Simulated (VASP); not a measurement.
Runs of VASP 6.6.1 on Tl. The structure is that of space group P6_3/mmc (No. 194), or close to it. The cells are those of the table. 

```tsv
task	cell	cutoff (eV)	gap on the mesh (eV)	pressure (GPa)
relaxation of shape and atoms at fixed volume	relaxed from a = 3.333, b = 3.333, c = 5.237 Å, angles 90.0, 90.0, 120.0°, 2 atoms	600	none	10.6
relaxation of shape and atoms at fixed volume	relaxed from a = 2.849, b = 2.849, c = 4.477 Å, angles 90.0, 90.0, 120.0°, 2 atoms	600	none	121.4
single point	a = 3.590, b = 3.590, c = 5.641 Å, angles 90.0, 90.0, 120.0°, 2 atoms	520	none	-0.1
relaxation of shape and atoms at fixed volume	relaxed from a = 2.645, b = 2.645, c = 4.157 Å, angles 90.0, 90.0, 120.0°, 2 atoms	600	none	295.5
relaxation of shape and atoms at fixed volume	relaxed from a = 3.187, b = 3.187, c = 5.009 Å, angles 90.0, 90.0, 120.0°, 2 atoms	600	none	24.6
single point	a = 3.437, b = 3.437, c = 5.539 Å, angles 90.0, 90.0, 120.0°, 2 atoms	520	none	(a)
relaxation of shape and atoms at fixed volume	relaxed from a = 3.028, b = 3.028, c = 4.758 Å, angles 90.0, 90.0, 120.0°, 2 atoms	600	none	54.0
```

Alike in all rows: level PBE; potentials or basis VASP PAW PBE potentials, release 64 (Tl_d); no spin polarisation; k mesh 14 × 14 × 8; smearing fermi-dirac 0.1 eV.

Task: Fill in the values left out.

Result: (a) 3.5.

Caveats: spin-orbit coupling is left out, which moves the levels of the heavy elements; the cell stands under pressure (at least some runs).

A k mesh can miss the band edges, and the runs leave out spin-orbit coupling on Tl.

A gap of «none» marks levels without a gap at the run's occupations.
